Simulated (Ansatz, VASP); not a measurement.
Al in VASP and in Ansatz

```
Al
1.0
    -0.02046    1.97065    2.04383
     2.00266    0.00997    2.01341
     2.05929    1.99687   -0.04667
Al
1
Cartesian
  0.0000 0.0000 0.0000
```

Change from the starting cell: cell sheared at random, sigma 0.03, atoms nudged by 0.01 Å.

Alike in both runs: task relaxation of cell and atoms; functional PBE0; k mesh 6 × 6 × 6; occupations fermi-dirac, width 0.05 eV; no spin polarisation.

```csv
,VASP,Ansatz
version,VASP 6.6.1,Ansatz 0.2.0
potentials or method,"VASP PAW PBE potentials, release 64 (Al)",Ansatz PAW
plane-wave cutoff (eV),600,420
valence electrons in the cell,3,3
```

```tsv
	VASP	Ansatz	Ansatz less VASP
gap on the k mesh at the Fermi level, each at its own relaxed structure (eV)	none	none	-
relaxed volume (Å³/atom)	16.31	16.34	+0.035
relaxed length of the cell vector where the two differ most in proportion (Å)	2.842	2.866	+0.0243
```

A gap of «none» marks a metal or a gap that the smearing closes.

The k mesh is coarse, so the values compare programs but aren't converged. Noted on Ansatz's run: the plane-wave basis is chosen anew once the cell has moved, so the energies of steps on either side of that aren't comparable.
